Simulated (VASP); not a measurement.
Input of a VASP 6.6.1 run:

File INCAR:

```
ALGO     = Normal         # electronic algorithm
EDIFF    = 1E-7           # SCF threshold, eV
ENCUT    = 520            # plane-wave cutoff, eV
GGA      = PE             # functional
ISIF     = 2              # what is computed and relaxed
ISMEAR   = -1             # smearing method
ISPIN    = 2              # spin polarisation
LASPH    = T              # aspherical terms in the spheres
LCHARG   = F              # write CHGCAR
LMAXMIX  = 4              # l up to which the mixer works
LORBIT   = 11             # projections on sites
LREAL    = F              # projectors in reciprocal space
LWAVE    = F              # write WAVECAR
MAGMOM   = 0 0 4.5 4.5    # initial moments
NBANDS   = 30             # bands
NELM     = 150            # most SCF steps
PREC     = Accurate       # precision mode
SIGMA    = 0.1            # smearing width, eV
```

Contents of KPOINTS:

```
k-points
0
Gamma
  7 7 4
```

The input POSCAR:

```
MnSb
1.0
    4.1577445700      0.0000000000      0.0000000000
   -2.0788722900      3.6007148200      0.0000000000
    0.0000000000      0.0000000000      5.7660325800
Sb Mn
2 2
Direct
    0.3333000000      0.6667000000      0.2500000000
    0.6666000000      0.3333000000      0.7500000000
    0.0000000000      0.0000000000      0.0000000000
    0.0000000000      0.0000000000      0.5000000000
```

Potentials or basis: VASP PAW PBE potentials, release 64 (Sb, Mn_pv).

Run with:

```sh
$ cat potpaw_PBE.64/Sb/POTCAR potpaw_PBE.64/Mn_pv/POTCAR > POTCAR
$ mpirun -np 1 vasp_std > vasp.out
```

(1) Estimate the site moments.

(2) What does it give for the pressure?

(3) What does it give for the net moment?

Answers

(1) Sb -0.13; Mn +3.38 μB.

(2) -3.4 GPa.

(3) 6.66 μB per cell.

Caveat: only a ferromagnetic start was run, and an antiferromagnetic order may lie lower in energy.
